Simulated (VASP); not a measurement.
Crystal: CdS (Hawleyite).

```xyz
2
Lattice="0.0000 2.9165 2.9165 2.9165 0.0000 2.9165 2.9165 2.9165 0.0000" Properties=species:S:1:pos:R:3 pbc="T T T"
Cd    0.0000    0.0000    0.0000
S     1.4583    1.4583    1.4583
```

* Program: VASP 6.6.1
* Task: relaxation of cell and atoms
* Functional: r2SCAN
* Potentials or basis: VASP PAW PBE potentials, release 64 (Cd, S)
* Cutoff: 600 eV
* k mesh: 6 × 6 × 6
* Occupations: gaussian, width 0.01 eV
* Spin: no spin polarisation

At the start: pressure 1.8 GPa; volume 24.81 Å³/atom.

**Question.** Where does the relaxation end?

**Answer.** Over 3 steps the energy falls by 3.7 meV/atom and the volume is 25.50 Å³/atom (+2.8 %); space group F-43m (No. 216, to 0.05 Å).

Step by step:
| step | energy change (eV) | largest force (eV/Å) | pressure (GPa) | volume (Å³) |
| --- | --- | --- | --- | --- |
| 1 | 0.0000 | 0.0000 | 1.77 | 49.62 |
| 2 | -0.0060 | 0.0000 | -0.70 | 51.61 |
| 3 | -0.0074 | 0.0000 | 0.00 | 50.99 |

Final structure:
```cif
data_structure
_symmetry_space_group_name_H-M 'P 1'
_symmetry_Int_Tables_number 1
_cell_length_a 4.1624
_cell_length_b 4.1624
_cell_length_c 4.1624
_cell_angle_alpha 60.000
_cell_angle_beta 60.000
_cell_angle_gamma 60.000
_cell_volume 50.99
loop_
_atom_site_label
_atom_site_type_symbol
_atom_site_fract_x
_atom_site_fract_y
_atom_site_fract_z
_atom_site_occupancy
Cd1 Cd 0.00000 0.00000 0.00000 1
S1 S 0.25000 0.25000 0.25000 1
```

Caveat: the PAW data sets were made with another functional, which shifts forces and pressure a little.
